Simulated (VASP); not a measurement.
Here is a VASP 6.6.1 calculation.

File INCAR:

```
SYSTEM = NbRu3C
PREC = Accurate
ENCUT = 520
EDIFF = 1E-7
ISMEAR = 1
SIGMA = 0.05
LREAL = .FALSE.
LASPH = .TRUE.
NELM = 60
ALGO = Normal
ISIF = 2
LWAVE = .FALSE.
LCHARG = .TRUE.
GGA = PE
LELF = .TRUE.
LVHAR = .TRUE.
NBANDS = 38
```

KPOINTS

```
regular mesh
0
G
  6 6 6
  0 0 0
```

File POSCAR:

```
NbRu3C
1.0
    3.9248495169      0.0000000000      0.0000000000
    0.0000000000      3.9248495169      0.0000000000
    0.0000000000      0.0000000000      3.9248495169
Nb Ru C
1 3 1
Direct
    0.0000000000      0.0000000000      0.0000000000
    0.0000000000      0.5000000000      0.5000000000
    0.5000000000      0.0000000000      0.5000000000
    0.5000000000      0.5000000000      0.0000000000
    0.5000000000      0.5000000000      0.5000000000
```

Potentials or basis: VASP PAW PBE potentials, release 64 (Nb_sv, Ru_pv, C).

Run with:

```bash
$ cat potpaw_PBE.64/Nb_sv/POTCAR potpaw_PBE.64/Ru_pv/POTCAR potpaw_PBE.64/C/POTCAR > POTCAR
$ mpirun -np 1 vasp_std > vasp.out
```

(1) What does it give for the pressure?

## Answers

(1) 32.6 GPa.
